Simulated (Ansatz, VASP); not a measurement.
## Two plane-wave programs on TaH4

```
Ta H
1.0
     4.56173   -2.20497   -0.27476
     4.56173    2.20497   -0.27476
    -1.84264    0.00000    4.00878
Ta H
2 8
Direct
  0.25012 0.74988 0.25000
  0.74988 0.25012 0.75000
  0.69310 0.55328 0.18993
  0.44672 0.30690 0.31007
  0.30690 0.44672 0.81007
  0.55328 0.69310 0.68993
  0.94750 0.80659 0.45035
  0.19341 0.05250 0.04965
  0.05250 0.19341 0.54965
  0.80659 0.94750 0.95035
```

Change from the starting cell: species swapped into the TiI4 type (C2/c, No. 15).

Alike in both runs: functional PBE; k mesh 8 × 8 × 8; occupations gaussian, width 0.1 eV; no spin polarisation.

Ansatz relaxed the structure, and its values are those at the end. VASP's run is a single point on that final structure, the one shown.

|  | VASP | Ansatz |
| --- | --- | --- |
| version | VASP 6.6.1 | Ansatz 0.2.0 |
| potentials or method | VASP PAW PBE potentials, release 64 (Ta_pv, H), cutoff 520 eV | scalar-relativistic, plane waves, PAW |
| valence electrons in the cell | 30 | 34 |

VASP gave:

```
gap on the k mesh at the Fermi level (eV) : none
pressure (GPa)                            : -0.1
rms of the force components (eV/Å)        : 0.005
```

**Question.** What did Ansatz give for the same quantities?

**Answer.** gap on the k mesh at the Fermi level (eV): none; pressure (GPa): 0.0; rms of the force components (eV/Å): 0.002.

A gap of «none» marks a metal or a gap that the smearing closes. VASP's potentials hold 30 valence electrons a cell and Ansatz's 34, so a difference there can come from the potentials and not from the codes.

Neither program's run includes spin-orbit coupling.
